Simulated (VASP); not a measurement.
# Al8Cu4P in VASP: further runs

The runs below take Al8Cu4P through single point, with PBEsol.

Everything below comes from runs of VASP 6.6.1. Logs are shortened: lines on timing, memory, paths and dates and some standing lists are left out, and cuts for length are marked.

## (1) The cell of the first run

The cell holds a slab with vacuum, 13 atoms: a = 5.743 Å, b = 7.000 Å, c = 16.488 Å, α = 90.00°, β = 90.00°, γ = 114.22°.

## (2) Single point, PBEsol

File INCAR:

```
ALGO = Normal
EDIFF = 1E-6
ENCUT = 520
GGA = PS
ISIF = 2
ISMEAR = -1
LASPH = True
LCHARG = True
LELF = True
LREAL = False
LVHAR = True
LWAVE = False
NBANDS = 48
NELM = 100
PREC = Accurate
SIGMA = 0.15
```

File KPOINTS:

```
k-points
0
Gamma
  2 2 1
```

File POSCAR:

```
Al8Cu4P
1.0
    5.7426620000      0.0000000000      0.0000000000
   -2.8713310000      6.3843160000      0.0000000000
    0.0000000000      0.0000000000     16.4879550000
Al Cu P
8 4 1
Direct
    0.6627581049      0.8098326069      0.1498971900
    0.1764597707      0.8598820095      0.1660133436
    0.3967476495      0.2865607659      0.1021534107
    0.9105120081      0.2438967519      0.1075465582
    0.4272280564      0.0807265309      0.3121198815
    0.8391160979     -0.0924402919      0.3114806011
   -0.0341551771      0.4233842048      0.2766207436
    0.5109925309      0.4626161753      0.2590179001
    0.8096308029      0.5338786844      0.1436932850
    0.5000000000      0.0000000000      0.0606503000
    0.3875315740      0.7413627924      0.2792689065
    0.1200345376      0.1664551604      0.2249046803
    1.0806054122      0.7284818747      0.3705419826
```

Potentials or basis: VASP PAW PBE potentials, release 64 (Al, Cu, P).

Started as:

```console
cat potpaw_PBE.64/Al/POTCAR potpaw_PBE.64/Cu/POTCAR potpaw_PBE.64/P/POTCAR > POTCAR
mpirun -np 1 vasp_std > vasp.out
```

OUTCAR:

```text
EDIFF = 1E-6
   ENCUT = 520
   GGA = PS
   ISIF = 2
   ISMEAR = -1
   LASPH = True
   LREAL = False
   NELM = 100
   PREC = Accurate

 ion  position               nearest neighbor table
   1  0.663  0.810  0.150-   9 2.41  10 2.41  11 2.58   6 2.83   2 2.84   8 2.86   4 2.86   2 2.97
                            12 3.05
   2  0.176  0.860  0.166-   9 2.42  10 2.44  12 2.49  11 2.54   1 2.84   5 2.91   3 2.92   1 2.97
                             6 3.19   7 3.33
   3  0.397  0.287  0.102-   9 2.39  10 2.41  12 2.50   4 2.69   8 2.82   2 2.92   4 3.09
   4  0.911  0.244  0.108-  10 2.40   9 2.40  12 2.45   3 2.69   1 2.86   7 3.02   3 3.09
   5  0.427  0.081  0.312-  11 2.35  12 2.53  13 2.64   8 2.66   2 2.91   6 3.07   6 3.09   7 3.09

   6  0.839  0.908  0.311-  12 2.35  13 2.42  11 2.43   1 2.83   8 3.03   5 3.07   5 3.09   2 3.19

   7  0.966  0.423  0.277-  12 2.46  13 2.50  11 2.53   9 2.60   8 2.75   4 3.02   8 3.04   5 3.09
                             2 3.33
   8  0.511  0.463  0.259-  11 2.36  12 2.42   9 2.47   5 2.66   7 2.75   3 2.82   1 2.86   6 3.03
                             7 3.04
   9  0.810  0.534  0.144-   3 2.39   4 2.40   1 2.41   2 2.42   8 2.47   7 2.60
  10  0.500  0.000  0.061-   4 2.40   3 2.41   1 2.41   2 2.44
  11  0.388  0.741  0.279-  13 2.29   5 2.35   8 2.36   6 2.43   7 2.53   2 2.54   1 2.58
  12  0.120  0.166  0.225-   6 2.35   8 2.42   4 2.45   7 2.46   2 2.49   3 2.50   5 2.53   1 3.05

  13  0.081  0.728  0.371-  11 2.29   6 2.42   7 2.50   5 2.64

  LATTYP: Found a base centered orthorhombic cell.
 ALAT       =     5.7426620000
 B/A-ratio  =     2.2234691855
 C/A-ratio  =     2.8711345017

  Lattice vectors:

 A1 = (   2.8713310000,  -6.3843160000,   0.0000000000)
 A2 = (   2.8713310000,   6.3843160000,   0.0000000000)
 A3 = (   0.0000000000,   0.0000000000,  16.4879550000)

Analysis of symmetry for initial positions (statically):
=====================================================================
 Subroutine PRICEL returns:
 Original cell was already a primitive cell.

 Routine SETGRP: Setting up the symmetry group for a
 base centered orthorhombic supercell.

 Subroutine GETGRP returns: Found  1 space group operations
 (whereof  1 operations were pure point group operations)
 out of a pool of  8 trial point group operations.

The static configuration has the point symmetry C_1 .

Analysis of symmetry for dynamics (positions and initial velocities):
=====================================================================
 Subroutine PRICEL returns:
 Original cell was already a primitive cell.

 Routine SETGRP: Setting up the symmetry group for a
 base centered orthorhombic supercell.

 Subroutine GETGRP returns: Found  1 space group operations
 (whereof  1 operations were pure point group operations)
 out of a pool of  8 trial point group operations.

The dynamic configuration has the point symmetry C_1 .

 Subroutine INISYM returns: Found  1 space group operations
 (whereof  1 operations are pure point group operations),
 and found     1 'primitive' translations

----------------------------------------------------------------------------------------

                                     Primitive cell

  volume of cell :     604.4974

  direct lattice vectors                    reciprocal lattice vectors
     5.742662000  0.000000000  0.000000000     0.174135270  0.078316925  0.000000000
    -2.871331000  6.384316000  0.000000000     0.000000000  0.156633851  0.000000000
     0.000000000  0.000000000 16.487955000     0.000000000  0.000000000  0.060650335

  length of vectors
     5.742662000  7.000288030 16.487955000     0.190936202  0.156633851  0.060650335

  position of ions in fractional coordinates (direct lattice)
     0.662758105  0.809832607  0.149897190
     0.176459771  0.859882009  0.166013344
     0.396747649  0.286560766  0.102153411
     0.910512008  0.243896752  0.107546558
     0.427228056  0.080726531  0.312119882
     0.839116098  0.907559708  0.311480601
     0.965844823  0.423384205  0.276620744
     0.510992531  0.462616175  0.259017900
     0.809630803  0.533878684  0.143693285
     0.500000000  0.000000000  0.060650300
     0.387531574  0.741362792  0.279268907
     0.120034538  0.166455160  0.224904680
     0.080605412  0.728481875  0.370541983

  ion indices of the primitive-cell ions
   primitive index   ion index
                 1           1
                 2           2
                 3           3
                 4           4
                 5           5
                 6           6
                 7           7
                 8           8
                 9           9
                10          10
                11          11
                12          12
                13          13

----------------------------------------------------------------------------------------

 KPOINTS: k-points

Automatic generation of k-mesh.
 Grid dimensions read from file:
 generate k-points for:    2    2    1

 Generating k-lattice:

  Cartesian coordinates                     Fractional coordinates (reciprocal lattice)
     0.087067635  0.039158463  0.000000000     0.500000000  0.000000000  0.000000000
     0.000000000  0.078316925  0.000000000     0.000000000  0.500000000  0.000000000
     0.000000000  0.000000000  0.060650335     0.000000000  0.000000000  1.000000000

  Length of vectors
     0.095468101  0.078316925  0.060650335

  Shift w.r.t. Gamma in fractional coordinates (k-lattice)
     0.000000000  0.000000000  0.000000000

 Subroutine IBZKPT returns following result:
 ===========================================

 Found      4 irreducible k-points:

 Following reciprocal coordinates:
            Coordinates               Weight
  0.000000  0.000000  0.000000      1.000000
  0.500000  0.000000  0.000000      1.000000
  0.500000  0.500000  0.000000      1.000000
  0.000000  0.500000  0.000000      1.000000
   k-points           NKPTS =      4   k-points in BZ     NKDIM =      4   number of bands    NBANDS=     48
   number of dos      NEDOS =    301   number of ions     NIONS =     13
   total plane-waves  NPLWV = 326592
   dimension x,y,z NGX =    48 NGY =   54 NGZ =  126
   dimension x,y,z NGXF=    96 NGYF=  108 NGZF=  252
   ions per type =               8   4   1
   NGX,Y,Z   is equivalent  to a cutoff of  13.90, 12.82, 12.70 a.u.
   NGXF,Y,Z  is equivalent  to a cutoff of  27.79, 25.65, 25.41 a.u.
 SYSTEM =  unknown system
   PREC   = accura    normal or accurate (medium, high low for compatibility)
   ISTART =      0    job   : 0-new  1-cont  2-samecut
   ICHARG =      2    charge: 1-file 2-atom 10-const
   ISPIN  =      1    spin polarized calculation?
   LNONCOLLINEAR =      F non collinear calculations
   LSORBIT =      F    spin-orbit coupling
   LASPH  =      T    aspherical Exc in radial PAW
   ENCUT  =  520.0 eV  38.22 Ry    6.18 a.u.  10.68 13.02 30.66*2*pi/ulx,y,z
   NELM   =    100;   NELMIN=  2; NELMDL= -5     # of ELM steps
   EDIFF  = 0.1E-05   stopping-criterion for ELM
   LREAL  =      F    real-space projection
   EDIFFG = 0.1E-04   stopping-criterion for IOM
   NSW    =      0    number of steps for IOM
   IBRION =     -1    ionic relax: 0-MD 1-quasi-New 2-CG
   NFREE  =      0    steps in history (QN), initial steepest desc. (CG)
   ISIF   =      2    stress and relaxation
   ISYM   =      2    0-nonsym 1-usesym 2-fastsym
   POTIM  = 0.5000    time-step for ionic-motion
   TEBEG  =    0.0;   TEEND  =   0.0 temperature during run
   PSTRESS=    0.0 pullay stress
   NELECT =      73.0000    total number of electrons
   NUPDOWN=      -1.0000    fix difference up-down
   EMIN   =  10.00;   EMAX   =-10.00  energy-range for DOS
   EFERMI =   0.00;   METHOD = LEGACY
   ISMEAR =    -1;   SIGMA  =   0.15  broadening in eV -4-tet -1-fermi 0-gaus
   EFERMI_NEDOS =   21; number of points for ismear=-14 and -15
   IALGO  =     38    algorithm
   IMIX   =      4    mixing-type and parameters
     AMIX     =   0.40;   BMIX     =  1.00
     AMIX_MAG =   1.60;   BMIX_MAG =  1.00
  volume/ion in A,a.u.               =      46.50       313.80
  Fermi-wavevector in a.u.,A,eV,Ry     =   0.809191  1.529149  8.908957  0.654790
  Thomas-Fermi vector in A             =   1.918136
   LORBIT       =      0    0 simple, 1 ext, 2 COOP (PROOUT), +10 PAW based schemes
   GGA     = PS    functional components
   LHFCALC =     F    Hartree Fock is set to
   AEXX    =    0.0000 exact exchange contribution
   IVDW    =     0    specifies the selected vdW correction
   LEPSILON=     F    determine dielectric tensor
   LRPA    =     F    only Hartree local field effects (RPA)
 non-spin polarized calculation
  energy-cutoff  :      520.00
  volume of cell :      604.50
 maximum number of plane-waves:     16342
 NGX is ok and might be reduce to    48
   NGX = 21   NGY = 27   NGZ = 61

 number of electron      72.9999996 magnetization

 Free energy of the ion-electron system (eV)
  ---------------------------------------------------
  ext. energy  EPLUGINS =         0.00000000
  ---------------------------------------------------
  free energy    TOTEN  =       -51.69587213 eV

  energy without entropy =      -51.38775501  energy(sigma->0) =      -51.54181357

 E-fermi :  -0.4659     XC(G=0):  -4.6812

 val. band max:       -0.5702967809   @ k =   0.5000   0.0000   0.0000
 cond. band min:      -0.0608725631   @ k =   0.0000   0.5000   0.0000
 fundamental gap:      0.5094242178
 Fermi energy:        -0.4659329903

 k-point     1 :       0.0000    0.0000    0.0000
  band No.  band energies     occupation
      1     -11.2824      2.00000
      2      -9.2737      2.00000
      3      -6.9077      2.00000
      4      -6.6889      2.00000
      5      -6.4613      2.00000
      6      -5.7019      2.00000
[... 40 lines left out ...]
     47       3.2121      0.00000
     48       3.4767      0.00000
[... 151 lines left out ...]
     47       2.8774      0.00000
     48       3.0804      0.00000

------------------------ aborting loop because EDIFF is reached ----------------------------------------

  FORCE on cell =-STRESS in cart. coord.  units (eV):
  Direction    XX          YY          ZZ          XY          YZ          ZX
  --------------------------------------------------------------------------------------
  -------------------------------------------------------------------------------------
  Total       -4.2799956     -0.7342631     -0.1981428      0.0236362      0.0066091     -0.1889110
  in kB      -11.3438241     -1.9461121     -0.5251634      0.0626461      0.0175168     -0.5006951
  external PRESSURE =      -4.6050332 kB  Pullay stress =       0.0000000 kB

 VOLUME and BASIS-vectors are now :
 -----------------------------------------------------------------------------
  energy-cutoff  :      520.00
  volume of cell :      604.50
      direct lattice vectors                 reciprocal lattice vectors
     5.742662000  0.000000000  0.000000000     0.174135270  0.078316925  0.000000000
    -2.871331000  6.384316000  0.000000000     0.000000000  0.156633851  0.000000000
     0.000000000  0.000000000 16.487955000     0.000000000  0.000000000  0.060650335

 POSITION                                       TOTAL-FORCE (eV/Angst)
 -----------------------------------------------------------------------------------
      1.48070      5.17023      2.47150        -0.047226      0.003355     -0.019727
     -1.45566      5.48976      2.73722         0.001664      0.047294     -0.004815
      1.45558      1.82949      1.68430        -0.045549      0.021529     -0.005767
      4.52845      1.55711      1.77322         0.031849     -0.011698      0.024509
      2.22163      0.51538      5.14622        -0.028020      0.026064     -0.023723
      2.21286      5.79415      5.13568         0.083487      0.014305      0.024530
      4.33084      2.70302      4.56091        -0.008721     -0.045308     -0.005048
      1.60613      2.95349      4.27068         0.025556     -0.061159      0.004915
      3.11649      3.40845      2.36921        -0.004605     -0.003462     -0.011429
      2.87133      0.00000      1.00000         0.079616     -0.012500      0.017061
      0.09676      4.73309      4.60457        -0.011174      0.023786     -0.005456
      0.21137      1.06270      3.70822        -0.016629     -0.015556      0.051023
     -1.62882      4.65086      6.10948        -0.060249      0.013350     -0.046074
 -----------------------------------------------------------------------------------
    total drift:                                0.000045      0.000175     -0.002417

  FREE ENERGIE OF THE ION-ELECTRON SYSTEM (eV)
  ---------------------------------------------------
  free  energy   TOTEN  =       -51.6958721287 eV

  energy  without entropy=      -51.3877550129  energy(sigma->0) =      -51.54181357
```

Run time: 2.4 min. Hardware: 1 thread of AMD EPYC 9R45 (Zen 5), shared host; peak memory 0.63 GiB.

Results:

* Free energy: -51.6959 eV
* Largest force: 0.088 eV/Å
* Band gap on the k mesh: zero (an odd number of electrons rules out a gap without spin polarisation)

Forces on the atoms (eV/Å):
```
Al  -0.047  0.003 -0.020
Al   0.002  0.047 -0.005
Al  -0.046  0.022 -0.006
Al   0.032 -0.012  0.025
Al  -0.028  0.026 -0.024
Al   0.083  0.014  0.025
Al  -0.009 -0.045 -0.005
Al   0.026 -0.061  0.005
Cu  -0.005 -0.003 -0.011
Cu   0.080 -0.013  0.017
Cu  -0.011  0.024 -0.005
Cu  -0.017 -0.016  0.051
P   -0.060  0.013 -0.046
```

Caveat: the k points lie up to 0.60 Å⁻¹ apart, too coarse for converged energies and pressures of a metal; there is no dipole correction, which matters where the two faces differ; the PAW data sets were made with another functional, which shifts forces and pressure a little.

(Part 1 of 2 ends here.)

The gap in the log of VASP goes by the Fermi energy; the results here count the filled bands.